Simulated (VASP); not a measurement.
Here is a VASP 6.6.1 calculation.

INCAR

```
SYSTEM = ZrHPb3
ALGO = Normal ; EDIFF = 1E-7
EDIFFG = -0.01 ; ENCUT = 600
GGA = PE ; IBRION = 2
ISIF = 3 ; ISMEAR = 0
LASPH = .True. ; LCHARG = .False.
LREAL = .False. ; LWAVE = .False.
NELM = 100 ; NSW = 100
PREC = Accurate ; SIGMA = 0.1
```

File KPOINTS:

```
k-points
0
Gamma
  8 8 8
  0 0 0
```

File POSCAR:

```
ZrHPb3
1.0
    4.8674151469      0.0000000000      0.0000000000
    0.0000000000      4.8674151469      0.0000000000
    0.0000000000      0.0000000000      4.8674151469
Zr H Pb
1 1 3
Direct
    0.0000000000      0.0000000000      0.0000000000
    0.5000000000      0.5000000000      0.5000000000
    0.0000000000      0.5000000000      0.5000000000
    0.5000000000      0.0000000000      0.5000000000
    0.5000000000      0.5000000000      0.0000000000
```

Potentials or basis: VASP PAW PBE potentials, release 64 (Zr_sv, H, Pb_d).

Launch:

```sh
$ cat potpaw_PBE.64/Zr_sv/POTCAR potpaw_PBE.64/H/POTCAR potpaw_PBE.64/Pb_d/POTCAR > POTCAR
$ mpirun -np 1 vasp_std > vasp.out
```

Question: Estimate the space group after relaxing (to 0.05 Å).

Answer: Pm-3m (No. 221).

Question: What does it give for the relaxed cell?

Answer: a = 4.860 Å, b = 4.860 Å, c = 4.860 Å, α = 90.00°, β = 90.00°, γ = 90.00°.

Final structure:
```
Zr H Pb
1.0
     4.86018    0.00000    0.00000
     0.00000    4.86018    0.00000
     0.00000    0.00000    4.86018
Zr H Pb
1 1 3
Direct
  0.00000 0.00000 0.00000
  0.50000 0.50000 0.50000
  0.00000 0.50000 0.50000
  0.50000 0.00000 0.50000
  0.50000 0.50000 0.00000
```
